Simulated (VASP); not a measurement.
# Pt16CO in VASP: relaxation of the atoms with PBE

Aim: the relaxation of the atoms of Pt16CO with PBE.

Everything below comes from runs of VASP 6.6.1. Logs are shortened: lines on timing, memory, paths and dates and some standing lists are left out, and cuts for length are marked.

## Step 1: The cell of the first run

The cell holds a slab with vacuum, 18 atoms: a = 5.549 Å, b = 5.549 Å, c = 24.797 Å, α = 90.00°, β = 90.00°, γ = 60.00°.

## Step 2: Relaxation of the atoms, PBE

Input file INCAR:

```
SYSTEM = Pt16CO
PREC = Accurate
ENCUT = 520
EDIFF = 1E-7
ISMEAR = 0
SIGMA = 0.1
LREAL = .False.
LASPH = .True.
NELM = 120
ALGO = Normal
ISIF = 2
LWAVE = .False.
LCHARG = .False.
LDIPOL = .True.
IDIPOL = 3
DIPOL = 0.5 0.5 0.524
GGA = PE
IBRION = 2
NSW = 100
EDIFFG = -0.01
GGA_COMPAT = .False.
NELMIN = 4
NELMDL = -8
KPAR = 4
```

Input file KPOINTS:

```
Automatic mesh
0
Gamma
  6 6 1
  0 0 0
```

Input file POSCAR:

```
Pt16CO
1.0
    5.5493740188      0.0000000000      0.0000000000
    2.7746870094      4.8058988753      0.0000000000
    0.0000000000      0.0000000000     24.7965673689
Pt C O
16 1 1
Selective dynamics
Direct
    0.0000000000      0.0000000000      0.3629534631  F F F
    0.5000000000      0.0000000000      0.3629534631  F F F
    0.0000000000      0.5000000000      0.3629534631  F F F
    0.5000000000      0.5000000000      0.3629534631  F F F
    0.1666666667      0.1666666667      0.4543178210  F F F
    0.6666666667      0.1666666667      0.4543178210  F F F
    0.1666666667      0.6666666667      0.4543178210  F F F
    0.6666666667      0.6666666667      0.4543178210  F F F
   -0.1666666667      0.3333333333      0.5456821790  T T T
    0.3333333333      0.3333333333      0.5456821790  T T T
   -0.1666666667      0.8333333333      0.5456821790  T T T
    0.3333333333      0.8333333333      0.5456821790  T T T
    0.0000000000      0.0000000000      0.6370465369  T T T
    0.5000000000      0.0000000000      0.6370465369  T T T
    0.0000000000      0.5000000000      0.6370465369  T T T
    0.5000000000      0.5000000000      0.6370465369  T T T
    0.3333333333      0.3333333333      0.6914895563  T T T
    0.3333333333      0.3333333333      0.7386735066  T T T
```

Potentials or basis: VASP PAW PBE potentials, release 64 (Pt, C, O).

Command:

```
$ cat potpaw_PBE.64/Pt/POTCAR potpaw_PBE.64/C/POTCAR potpaw_PBE.64/O/POTCAR > POTCAR
$ mpirun -np 4 vasp_std > vasp.out
```

OUTCAR:

```text
SYSTEM = Pt16CO
   PREC = Accurate
   ENCUT = 520
   EDIFF = 1E-7
   ISMEAR = 0
   LREAL = .False.
   LASPH = .True.
   NELM = 120
   ISIF = 2
   GGA = PE
   IBRION = 2
   NSW = 100
   EDIFFG = -0.01
   NELMIN = 4
   NELMDL = -8

 ion  position               nearest neighbor table
   1  0.000  0.000  0.363-   7 2.77   6 2.77   5 2.77   3 2.77   3 2.77   4 2.77   4 2.77   2 2.77
                             2 2.77
   2  0.500  0.000  0.363-   8 2.77   5 2.77   6 2.77   4 2.77   3 2.77   4 2.77   3 2.77   1 2.77
                             1 2.77
   3  0.000  0.500  0.363-   5 2.77   8 2.77   7 2.77   1 2.77   1 2.77   2 2.77   2 2.77   4 2.77
                             4 2.77
   4  0.500  0.500  0.363-   6 2.77   7 2.77   8 2.77   2 2.77   1 2.77   2 2.77   1 2.77   3 2.77
                             3 2.77
   5  0.167  0.167  0.454-   3 2.77   2 2.77   1 2.77   7 2.77   7 2.77   8 2.77   8 2.77   6 2.77
                             6 2.77  10 2.77  12 2.77   9 2.77
   6  0.667  0.167  0.454-   4 2.77   1 2.77   2 2.77   8 2.77   7 2.77   8 2.77   7 2.77   5 2.77
                             5 2.77   9 2.77  11 2.77  10 2.77
   7  0.167  0.667  0.454-   1 2.77   4 2.77   3 2.77   5 2.77   5 2.77   6 2.77   6 2.77   8 2.77
                             8 2.77  12 2.77  10 2.77  11 2.77
   8  0.667  0.667  0.454-   2 2.77   3 2.77   4 2.77   6 2.77   5 2.77   6 2.77   5 2.77   7 2.77
                             7 2.77  11 2.77   9 2.77  12 2.77
   9  0.833  0.333  0.546-  13 2.77  16 2.77  15 2.77  11 2.77  11 2.77  12 2.77  12 2.77  10 2.77
                            10 2.77   6 2.77   8 2.77   5 2.77
  10  0.333  0.333  0.546-  14 2.77  15 2.77  16 2.77  12 2.77  11 2.77  12 2.77  11 2.77   9 2.77
                             9 2.77   5 2.77   7 2.77   6 2.77
  11  0.833  0.833  0.546-  15 2.77  14 2.77  13 2.77   9 2.77   9 2.77  10 2.77  10 2.77  12 2.77
                            12 2.77   8 2.77   6 2.77   7 2.77
  12  0.333  0.833  0.546-  16 2.77  13 2.77  14 2.77  10 2.77   9 2.77  10 2.77   9 2.77  11 2.77
                            11 2.77   7 2.77   5 2.77   8 2.77
  13  0.000  0.000  0.637-   9 2.77  12 2.77  11 2.77  15 2.77  15 2.77  16 2.77  16 2.77  14 2.77
                            14 2.77
  14  0.500  0.000  0.637-  17 2.09  10 2.77  11 2.77  12 2.77  16 2.77  15 2.77  16 2.77  15 2.77
                            13 2.77  13 2.77
  15  0.000  0.500  0.637-  17 2.09  11 2.77  10 2.77   9 2.77  13 2.77  13 2.77  14 2.77  14 2.77
                            16 2.77  16 2.77
  16  0.500  0.500  0.637-  17 2.09  12 2.77   9 2.77  10 2.77  14 2.77  13 2.77  14 2.77  13 2.77
                            15 2.77  15 2.77
  17  0.333  0.333  0.691-  18 1.17  14 2.09  15 2.09  16 2.09
  18  0.333  0.333  0.739-  17 1.17

  LATTYP: Found a hexagonal cell.
 ALAT       =     5.5493740187
 C/A-ratio  =     4.4683539594

  Lattice vectors:

 A1 = (  -2.7746870094,  -4.8058988753,   0.0000000000)
 A2 = (   5.5493740188,   0.0000000000,   0.0000000000)
 A3 = (   0.0000000000,   0.0000000000,  24.7965673689)

[... 193 lines left out ...]

 dipolmoment           0.000000      0.000000     -0.420472 electrons x Angstroem

--------------------------------------- Ionic step        1  -------------------------------------------

 number of electron     170.0000015 magnetization

 Free energy of the ion-electron system (eV)
  ---------------------------------------------------
  ext. energy  EPLUGINS =         0.00000000
  ---------------------------------------------------
  free energy    TOTEN  =      -109.19214045 eV

  energy without entropy =     -109.04932953  energy(sigma->0) =     -109.12073499

------------------------ aborting loop because EDIFF is reached ----------------------------------------

  FORCE on cell =-STRESS in cart. coord.  units (eV):
  Direction    XX          YY          ZZ          XY          YZ          ZX
  --------------------------------------------------------------------------------------
  -------------------------------------------------------------------------------------
  Total       -1.0858347     -1.0858347     16.4686259      0.0000000      0.0000000      0.0000000
  in kB       -2.6306563     -2.6306563     39.8986092      0.0000000      0.0000000      0.0000000
  external PRESSURE =      11.5457655 kB  Pullay stress =       0.0000000 kB
[... 137 lines left out ...]
  FREE ENERGIE OF THE ION-ELECTRON SYSTEM (eV)
  ---------------------------------------------------
  free  energy   TOTEN  =      -109.2296582385 eV

  energy  without entropy=     -109.0872482211  energy(sigma->0) =     -109.15845323

[... ionic steps 4 to 40 ...]

--------------------------------------- Ionic step       41  -------------------------------------------

 number of electron     170.0000009 magnetization

------------------------ aborting loop because EDIFF is reached ----------------------------------------
[... 99 lines left out ...]
--------------------------------------- Ionic step       43  -------------------------------------------

 number of electron     170.0000009 magnetization

 dipolmoment           0.000000      0.000000      0.133816 electrons x Angstroem

 Free energy of the ion-electron system (eV)
  ---------------------------------------------------
  ext. energy  EPLUGINS =         0.00000000
  ---------------------------------------------------
  free energy    TOTEN  =      -109.45802558 eV

  energy without entropy =     -109.31571706  energy(sigma->0) =     -109.38687132

 E-fermi :   0.4468     XC(G=0):  -5.9778

 val. band max:        0.4351927173   @ k =   0.5000  -0.0000   0.0000
 cond. band min:       0.4709933214   @ k =   0.1667  -0.0000   0.0000
 fundamental gap:      0.0358006040
 Fermi energy:         0.4468170133

 k-point     1 :       0.0000    0.0000    0.0000
  band No.  band energies     occupation
      1     -21.7457      2.00000
      2     -10.4098      2.00000
      3      -8.8857      2.00000
      4      -7.5563      2.00000
      5      -6.6030      2.00000
      6      -6.5246      2.00000
[... 689 lines left out ...]
     96       2.9811      0.00000
     97       4.0360      0.00000
 [bands above 97 left out]

------------------------ aborting loop because EDIFF is reached ----------------------------------------

 vacuum level on the upper side and lower side of the slab       (xc-potential included)         0.402        -0.486

  FORCE on cell =-STRESS in cart. coord.  units (eV):
  Direction    XX          YY          ZZ          XY          YZ          ZX
  --------------------------------------------------------------------------------------
  -------------------------------------------------------------------------------------
  Total       -7.5088284     -7.5088284      3.6545775     -0.0000000      0.0000000      0.0000000
  in kB      -18.1916702    -18.1916702      8.8539602     -0.0000000      0.0000000      0.0000000
  external PRESSURE =      -9.1764601 kB  Pullay stress =       0.0000000 kB
[... 33 lines left out ...]
  FREE ENERGIE OF THE ION-ELECTRON SYSTEM (eV)
  ---------------------------------------------------
  free  energy   TOTEN  =      -109.4580255841 eV

  energy  without entropy=     -109.3157170641  energy(sigma->0) =     -109.38687132

 reached required accuracy - stopping structural energy minimisation

 vacuum level on the upper side and lower side of the slab         6.988         6.081
```

CONTCAR:

```text
Pt16CO
   1.00000000000000
     5.5493740188000000    0.0000000000000000    0.0000000000000000
     2.7746870094000000    4.8058988752999996    0.0000000000000000
     0.0000000000000000    0.0000000000000000   24.7965673688999999
  Pt              C               O
    16     1     1
Selective dynamics
[... 13 lines left out ...]
     0.0000000000000000    0.0000000000000000    0.6388388904705331   T   T   T
     0.5015276548440818    0.9969446903118362    0.6456264298569709   T   T   T
     0.9969446903118362    0.5015276548440818    0.6456264298569709   T   T   T
     0.5015276548440818    0.5015276548440818    0.6456264298569709   T   T   T
     0.3333333332999970    0.3333333332999970    0.7002404629199048   T   T   T
[... 5 lines left out ...]
  0.00000000E+00  0.00000000E+00  0.00000000E+00
  0.00000000E+00  0.00000000E+00  0.00000000E+00
  0.00000000E+00  0.00000000E+00  0.00000000E+00
[... 10 lines left out ...]
  0.00000000E+00  0.00000000E+00  0.00000000E+00
  0.00000000E+00  0.00000000E+00  0.00000000E+00
```

It took 2.3 h on 4 MPI ranks of Intel Xeon 6975P-C (Granite Rapids), shared host; peak memory 1.1 GiB.

Results:

```
Free energy               : -109.4580 eV
Energy gained by relaxing : 14.8 meV/atom
Ionic steps               : 43
Band gap on the k mesh    : zero (bands 85 and 86 overlap by 0.76 eV)
```

Step by step:
| step | energy change (eV) | largest force on free atoms (eV/Å) | pressure (GPa) |
| --- | --- | --- | --- |
| 1 | 0.0000 | 2.1621 | 1.15 |
| 3 | -0.0375 | 1.0863 | 0.87 |
| 5 | -0.1205 | 0.5897 | 0.57 |
| 7 | -0.1333 | 1.3088 | 0.64 |
| 9 | -0.1705 | 0.8850 | 0.47 |
| 11 | -0.1865 | 0.5005 | 0.30 |
| 13 | -0.2263 | 0.4153 | -0.05 |
| 15 | -0.2361 | 0.3711 | -0.32 |
| 17 | -0.2420 | 0.6559 | -0.33 |
| 19 | -0.2594 | 0.1495 | -0.62 |
| 21 | -0.2610 | 0.1173 | -0.71 |
| 23 | -0.2623 | 0.3431 | -0.74 |
| 25 | -0.2642 | 0.1442 | -0.82 |
| 27 | -0.2647 | 0.0777 | -0.89 |
| 29 | -0.2652 | 0.0532 | -0.90 |
| 31 | -0.2656 | 0.1174 | -0.94 |
| 33 | -0.2657 | 0.0394 | -0.93 |
| 35 | -0.2658 | 0.0405 | -0.92 |
| 37 | -0.2658 | 0.0598 | -0.93 |
| 39 | -0.2659 | 0.0222 | -0.92 |
| 41 | -0.2659 | 0.0200 | -0.92 |
| 43 | -0.2659 | 0.0066 | -0.92 |

Final structure:
```
Pt C O
1.0
     5.54937    0.00000    0.00000
     2.77469    4.80590    0.00000
     0.00000    0.00000   24.79657
Pt C O
16 1 1
Cartesian
  0.0000 0.0000 9.0000
  2.7747 0.0000 9.0000
  1.3873 2.4029 9.0000
  4.1620 2.4029 9.0000
  1.3873 0.8010 11.2655
  4.1620 0.8010 11.2655
  2.7747 3.2039 11.2655
  5.5494 3.2039 11.2655
  5.5494 1.6140 13.5863
  2.7747 1.6020 13.5793
  6.9263 3.9989 13.5863
  4.1724 3.9989 13.5863
  0.0000 0.0000 15.8410
  5.5494 4.7912 16.0093
  6.9240 2.4103 16.0093
  4.1747 2.4103 16.0093
  2.7747 1.6020 17.3636
  2.7747 1.6020 18.5557
```

Caveat: spin-orbit coupling is left out, which moves the levels of the heavy elements.
